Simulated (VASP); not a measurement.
# Si (Fd-3m) in VASP: single point with LDA

Aim: the single point of Si with LDA.

Everything below comes from runs of VASP 6.6.1. Logs are shortened: lines on timing, memory, paths and dates and some standing lists are left out, and cuts for length are marked.

**1. The cell of the first run**

The structure is cubic, space group Fd-3m (No. 227). The conventional cell has a = 5.402 Å, b = 5.402 Å, c = 5.402 Å, α = 90.00°, β = 90.00°, γ = 90.00°. Within 3.1 Å of Si (site symmetry -43m) lie 4 Si at 2.34 Å.

**2. Single point, LDA**

The input, INCAR:

```
SYSTEM = Si
PREC = Accurate
ENCUT = 520
EDIFF = 1E-6
ISMEAR = 0
SIGMA = 0.02
LREAL = .False.
LASPH = .True.
NELM = 80
ALGO = Normal
ISIF = 2
LWAVE = .False.
LCHARG = .True.
GGA = CA
LELF = .True.
LVHAR = .True.
NBANDS = 11
```

The input, KPOINTS:

```
Automatic mesh
0
Gamma
  12 12 12
  0 0 0
```

The input, POSCAR:

```
Si
1.0
    0.0000000000      2.7009711426      2.7009711426
    2.7009711426      0.0000000000      2.7009711426
    2.7009711426      2.7009711426      0.0000000000
Si
2
Direct
    0.7500000000      0.7500000000      0.7500000000
    0.5000000000      0.5000000000      0.5000000000
```

Potentials or basis: VASP PAW LDA potentials, release 64 (Si).

The run is started by

```bash
$ cat potpaw_LDA.64/Si/POTCAR > POTCAR
$ mpirun -np 1 vasp_std > vasp.out
```

OUTCAR:

```text
SYSTEM = Si
   PREC = Accurate
   ENCUT = 520
   EDIFF = 1E-6
   ISMEAR = 0
   LREAL = .False.
   LASPH = .True.
   NELM = 80
   ISIF = 2
   GGA = CA

 ion  position               nearest neighbor table
   1  0.750  0.750  0.750-   2 2.34   2 2.34   2 2.34   2 2.34
   2  0.500  0.500  0.500-   1 2.34   1 2.34   1 2.34   1 2.34

  LATTYP: Found a face centered cubic cell.
 ALAT       =     5.4019422852

  Lattice vectors:

 A1 = (   0.0000000000,   2.7009711426,   2.7009711426)
 A2 = (   2.7009711426,   0.0000000000,   2.7009711426)
 A3 = (   2.7009711426,   2.7009711426,   0.0000000000)

Analysis of symmetry for initial positions (statically):
=====================================================================
 Subroutine PRICEL returns:
 Original cell was already a primitive cell.

 Routine SETGRP: Setting up the symmetry group for a
 face centered cubic supercell.

 Subroutine GETGRP returns: Found 48 space group operations
 (whereof 24 operations were pure point group operations)
 out of a pool of 48 trial point group operations.

The static configuration has the point symmetry T_d .
 The point group associated with its full space group is O_h .

Analysis of symmetry for dynamics (positions and initial velocities):
=====================================================================
 Subroutine PRICEL returns:
 Original cell was already a primitive cell.

 Routine SETGRP: Setting up the symmetry group for a
 face centered cubic supercell.

 Subroutine GETGRP returns: Found 48 space group operations
 (whereof 24 operations were pure point group operations)
 out of a pool of 48 trial point group operations.

The dynamic configuration has the point symmetry T_d .
 The point group associated with its full space group is O_h .

 Subroutine INISYM returns: Found 48 space group operations
 (whereof 24 operations are pure point group operations),
 and found     1 'primitive' translations

----------------------------------------------------------------------------------------

                                     Primitive cell

  volume of cell :      39.4085

  direct lattice vectors                    reciprocal lattice vectors
     0.000000000  2.700971143  2.700971143    -0.185118601  0.185118601  0.185118601
     2.700971143  0.000000000  2.700971143     0.185118601 -0.185118601  0.185118601
     2.700971143  2.700971143  0.000000000     0.185118601  0.185118601 -0.185118601

  length of vectors
     3.819750021  3.819750021  3.819750021     0.320634823  0.320634823  0.320634823

  position of ions in fractional coordinates (direct lattice)
     0.750000000  0.750000000  0.750000000
     0.500000000  0.500000000  0.500000000

  ion indices of the primitive-cell ions
   primitive index   ion index
                 1           1
                 2           2

----------------------------------------------------------------------------------------

 KPOINTS: Automatic mesh

Automatic generation of k-mesh.
 Grid dimensions read from file:
 generate k-points for:   12   12   12

 Generating k-lattice:

  Cartesian coordinates                     Fractional coordinates (reciprocal lattice)
    -0.015426550  0.015426550  0.015426550     0.083333333  0.000000000  0.000000000
     0.015426550 -0.015426550  0.015426550     0.000000000  0.083333333  0.000000000
     0.015426550  0.015426550 -0.015426550     0.000000000  0.000000000  0.083333333

  Length of vectors
     0.026719569  0.026719569  0.026719569

  Shift w.r.t. Gamma in fractional coordinates (k-lattice)
     0.000000000  0.000000000  0.000000000

 Subroutine IBZKPT returns following result:
 ===========================================

 Found     72 irreducible k-points:

 Following reciprocal coordinates:
            Coordinates               Weight
  0.000000  0.000000  0.000000      1.000000
  0.083333  0.000000  0.000000      8.000000
  0.166667  0.000000  0.000000      8.000000
  0.250000  0.000000  0.000000      8.000000
  0.333333  0.000000  0.000000      8.000000
  0.416667  0.000000  0.000000      8.000000
[... 16 lines left out ...]
  0.500000  0.166667  0.000000     24.000000
 -0.416667  0.166667  0.000000     24.000000
 [... further k-points ...]
   k-points           NKPTS =     72   k-points in BZ     NKDIM =     72   number of bands    NBANDS=     11
   number of dos      NEDOS =    301   number of ions     NIONS =      2
   total plane-waves  NPLWV =  21952
   dimension x,y,z NGX =    28 NGY =   28 NGZ =   28
   dimension x,y,z NGXF=    56 NGYF=   56 NGZF=   56
   ions per type =               2
   NGX,Y,Z   is equivalent  to a cutoff of  12.19, 12.19, 12.19 a.u.
   NGXF,Y,Z  is equivalent  to a cutoff of  24.37, 24.37, 24.37 a.u.
 SYSTEM =  Si
   PREC   = accura    normal or accurate (medium, high low for compatibility)
   ISTART =      0    job   : 0-new  1-cont  2-samecut
   ICHARG =      2    charge: 1-file 2-atom 10-const
   ISPIN  =      1    spin polarized calculation?
   LNONCOLLINEAR =      F non collinear calculations
   LSORBIT =      F    spin-orbit coupling
   LASPH  =      T    aspherical Exc in radial PAW
   ENCUT  =  520.0 eV  38.22 Ry    6.18 a.u.   7.10  7.10  7.10*2*pi/ulx,y,z
   NELM   =     80;   NELMIN=  2; NELMDL= -5     # of ELM steps
   EDIFF  = 0.1E-05   stopping-criterion for ELM
   LREAL  =      F    real-space projection
   EDIFFG = 0.1E-04   stopping-criterion for IOM
   NSW    =      0    number of steps for IOM
   IBRION =     -1    ionic relax: 0-MD 1-quasi-New 2-CG
   NFREE  =      0    steps in history (QN), initial steepest desc. (CG)
   ISIF   =      2    stress and relaxation
   ISYM   =      2    0-nonsym 1-usesym 2-fastsym
   POTIM  = 0.5000    time-step for ionic-motion
   TEBEG  =    0.0;   TEEND  =   0.0 temperature during run
   PSTRESS=    0.0 pullay stress
   NELECT =       8.0000    total number of electrons
   NUPDOWN=      -1.0000    fix difference up-down
   EMIN   =  10.00;   EMAX   =-10.00  energy-range for DOS
   EFERMI =   0.00;   METHOD = LEGACY
   ISMEAR =     0;   SIGMA  =   0.02  broadening in eV -4-tet -1-fermi 0-gaus
   EFERMI_NEDOS =   21; number of points for ismear=-14 and -15
   IALGO  =     38    algorithm
   IMIX   =      4    mixing-type and parameters
     AMIX     =   0.40;   BMIX     =  1.00
     AMIX_MAG =   1.60;   BMIX_MAG =  1.00
  volume/ion in A,a.u.               =      19.70       132.97
  Fermi-wavevector in a.u.,A,eV,Ry     =   0.962147  1.818195 12.595285  0.925727
  Thomas-Fermi vector in A             =   2.091581
   LORBIT       =      0    0 simple, 1 ext, 2 COOP (PROOUT), +10 PAW based schemes
   GGA     = CA    functional components
   LHFCALC =     F    Hartree Fock is set to
   AEXX    =    0.0000 exact exchange contribution
   IVDW    =     0    specifies the selected vdW correction
   LEPSILON=     F    determine dielectric tensor
   LRPA    =     F    only Hartree local field effects (RPA)
 non-spin polarized calculation
 Gauss-broadening in eV      SIGMA  =   0.02
  energy-cutoff  :      520.00
  volume of cell :       39.41
 maximum number of plane-waves:      1074
   NGX = 15   NGY = 15   NGZ = 15

 number of electron       8.0000001 magnetization

 Free energy of the ion-electron system (eV)
  ---------------------------------------------------
  ext. energy  EPLUGINS =         0.00000000
  ---------------------------------------------------
  free energy    TOTEN  =       -11.91974442 eV

  energy without entropy =      -11.91974442  energy(sigma->0) =      -11.91974442

 E-fermi :   6.0934     XC(G=0):  -9.6658

 val. band max:        5.9331375200   @ k =   0.0000   0.0000   0.0000
 cond. band min:       6.3752299922   @ k =   0.4167   0.4167   0.0000
 fundamental gap:      0.4420924721
 Fermi energy:         6.0933861418

 k-point     1 :       0.0000    0.0000    0.0000
  band No.  band energies     occupation
      1      -6.1334      2.00000
      2       5.9331      2.00000
      3       5.9331      2.00000
      4       5.9331      2.00000
      5       8.4642      0.00000
      6       8.4642      0.00000
      7       8.4642      0.00000
      8       9.3254      0.00000
      9      13.6693      0.00000
     10      13.6693      0.00000
     11      13.6788      0.00000

 k-point     2 :       0.0833    0.0000    0.0000
  band No.  band energies     occupation
      1      -6.0411      2.00000
      2       5.0642      2.00000
      3       5.7866      2.00000
      4       5.7866      2.00000
      5       8.5101      0.00000
      6       8.6791      0.00000
      7       8.6791      0.00000
      8       9.9809      0.00000
      9      13.3829      0.00000
     10      13.3829      0.00000
     11      14.0779      0.00000

 k-point     3 :       0.1667    0.0000    0.0000
  band No.  band energies     occupation
      1      -5.7671      2.00000
      2       3.5254      2.00000
      3       5.4757      2.00000
      4       5.4757      2.00000
      5       8.2467      0.00000
      6       9.1191      0.00000
      7       9.1191      0.00000
      8      11.3901      0.00000
      9      12.9965      0.00000
     10      12.9965      0.00000
     11      14.8476      0.00000

 k-point     4 :       0.2500    0.0000    0.0000
  band No.  band energies     occupation
      1      -5.3218      2.00000
      2       1.9614      2.00000
      3       5.1640      2.00000
      4       5.1640      2.00000
      5       7.9172      0.00000
      6       9.4091      0.00000
      7       9.4091      0.00000
      8      12.8284      0.00000
      9      13.1030      0.00000
     10      13.1030      0.00000
     11      14.7635      0.00000
[... 239 lines left out ...]
 k-point    22 :       0.4167    0.1667    0.0000
  band No.  band energies     occupation
      1      -4.1959      2.00000
      2       0.2076      2.00000
      3       3.4574      2.00000
      4       4.0759      2.00000
      5       7.8565      0.00000
      6      10.1634      0.00000
      7      10.8007      0.00000
      8      10.9222      0.00000
      9      15.7176      0.00000
     10      16.1365      0.00000
     11      16.7640      0.00000

 k-point    23 :       0.5000    0.1667    0.0000
  band No.  band energies     occupation
      1      -3.5976      2.00000
      2      -0.7467      2.00000
      3       3.1069      2.00000
      4       4.1323      2.00000
      5       7.8888      0.00000
      6      10.0078      0.00000
      7      10.5201      0.00000
      8      12.3087      0.00000
      9      15.2528      0.00000
     10      16.4134      0.00000
     11      17.6683      0.00000

 k-point    24 :      -0.4167    0.1667    0.0000
  band No.  band energies     occupation
      1      -3.4789      2.00000
      2      -0.9115      2.00000
      3       2.8879      2.00000
      4       4.3205      2.00000
      5       8.0416      0.00000
      6       9.9521      0.00000
      7      10.2904      0.00000
      8      13.8668      0.00000
      9      14.4241      0.00000
     10      14.7072      0.00000
     11      17.0302      0.00000

 [... further k-points ...]
[... 5 lines left out ...]
  --------------------------------------------------------------------------------------
  -------------------------------------------------------------------------------------
  Total        0.0116989      0.0116989      0.0116989      0.0000000      0.0000000      0.0000000
  in kB        0.4756267      0.4756267      0.4756267      0.0000000      0.0000000      0.0000000
  external PRESSURE =       0.4756267 kB  Pullay stress =       0.0000000 kB

 VOLUME and BASIS-vectors are now :
 -----------------------------------------------------------------------------
  energy-cutoff  :      520.00
  volume of cell :       39.41
      direct lattice vectors                 reciprocal lattice vectors
     0.000000000  2.700971143  2.700971143    -0.185118601  0.185118601  0.185118601
     2.700971143  0.000000000  2.700971143     0.185118601 -0.185118601  0.185118601
     2.700971143  2.700971143  0.000000000     0.185118601  0.185118601 -0.185118601

 POSITION                                       TOTAL-FORCE (eV/Angst)
 -----------------------------------------------------------------------------------
      4.05146      4.05146      4.05146         0.000000      0.000000      0.000000
      2.70097      2.70097      2.70097        -0.000000     -0.000000     -0.000000
 -----------------------------------------------------------------------------------
    total drift:                                0.000000      0.000000     -0.000000

  FREE ENERGIE OF THE ION-ELECTRON SYSTEM (eV)
  ---------------------------------------------------
  free  energy   TOTEN  =       -11.9197444165 eV

  energy  without entropy=      -11.9197444165  energy(sigma->0) =      -11.91974442
```

Wall time 51 s (1 thread of AMD EPYC 7R13, shared host); peak memory 0.12 GiB.

What came out:

```
Free energy            : -11.9197 eV
Pressure               : 0.0 GPa
Band gap on the k mesh : 0.44 eV, indirect (least direct gap 2.53 eV)
```

Levels at points of the mesh, in eV from the valence-band top:
```tsv
k point	band 2	band 3	band 4	band 5	band 6	band 7
(0.00, 0.00, 0.00)	0.00	0.00	0.00	2.53	2.53	2.53
(0.50, 0.00, 0.00)	-7.06	-1.21	-1.21	1.49	3.29	3.29
(0.50, 0.50, 0.00)	-7.86	-2.89	-2.89	0.57	0.57	10.11
```

A k mesh can miss the band edges. As with any semilocal functional, this LDA gap is likely too small.
